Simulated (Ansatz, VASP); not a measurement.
**Se: VASP beside Ansatz**

The input INCAR:

```
ALGO = Normal ; EDIFF = 1E-6
ENCUT = 520 ; GGA = PE
ISIF = 2 ; ISMEAR = -1
LASPH = T ; LCHARG = F
LREAL = F ; LWAVE = F
NBANDS = 16 ; NELM = 100
PREC = Accurate ; SIGMA = 0.02
```

KPOINTS

```
k-points
0
Gamma
  12 12 6
```

The input POSCAR:

```
Se
1.0
    4.0857512793      0.0000000000      0.0000000000
   -2.0428756396      3.5383644014      0.0000000000
    0.0000000000      0.0000000000      4.7978814918
Se
3
Direct
    0.2508663536      0.0000000000      0.3333333333
    0.0000000000      0.2508663536      0.6666666667
    0.7491336464      0.7491336464      0.0000000000
```

Input for Ansatz:

```yaml
crystal:
  lattice:
    - [4.0857512793, 0.0, 0.0]
    - [-2.0428756396, 3.5383644014, 0.0]
    - [0.0, 0.0, 4.7978814918]
  atoms:
    - { symbol: Se, position: [0.2508663536, 0.0, 0.3333333333] }
    - { symbol: Se, position: [0.0, 0.2508663536, 0.6666666667] }
    - { symbol: Se, position: [0.7491336464, 0.7491336464, 0.0] }
kpoints:
  mp_grid: { grid: [12, 12, 6] }
  band_path:
    path:
      - [0.0, 0.0, 0.0]
      - [0.5, 0.0, 0.0]
      - [0.3333333333, 0.3333333333, 0.0]
      - [0.0, 0.0, 0.5]
      - [0.5, 0.0, 0.5]
      - [0.3333333333, 0.3333333333, 0.5]
      - [0.35, 0.3, 0.5]
      - [0.0, 0.5, 0.5]
      - [0.0, 0.0, 0.479167]
    npoints: 1
hamiltonian:
  xc: pbe
scf:
  occupations: { method: fermi_dirac, width: 0.02 }
  n_extra_bands: 4
output:
  forces: true
  stress: true
  eigenvalues: true
  write_density: true
  write_potential: true
  elf: true
  volumetric_format: npy
```

Change from the starting cell: hydrostatic strain -4.8%.

Alike in both runs: task single point; functional PBE; k mesh 12 × 12 × 6; occupations fermi-dirac, width 0.02 eV; no spin polarisation.

```csv
,VASP,Ansatz
version,VASP 6.6.1,Ansatz 0.2.0
potentials or method,"VASP PAW PBE potentials, release 64 (Se)","plane waves, PAW"
plane-wave cutoff (eV),520,420
valence electrons in the cell,18,48
```

VASP gave:

* pressure (GPa): 8.0
* traceless stress, the component that is largest in VASP (GPa): 3.07
* rms of the force components (eV/Å): 0.227

Task: Estimate Ansatz's values.

Result: Pressure (GPa): 7.8; traceless stress, the component that is largest in VASP (GPa): 3.03; rms of the force components (eV/Å): 0.209.

Atom by atom the forces differ by 0.018 eV/Å (rms over components). VASP's potentials hold 18 valence electrons a cell and Ansatz's 48, so a difference there can come from the potentials and not from the codes.
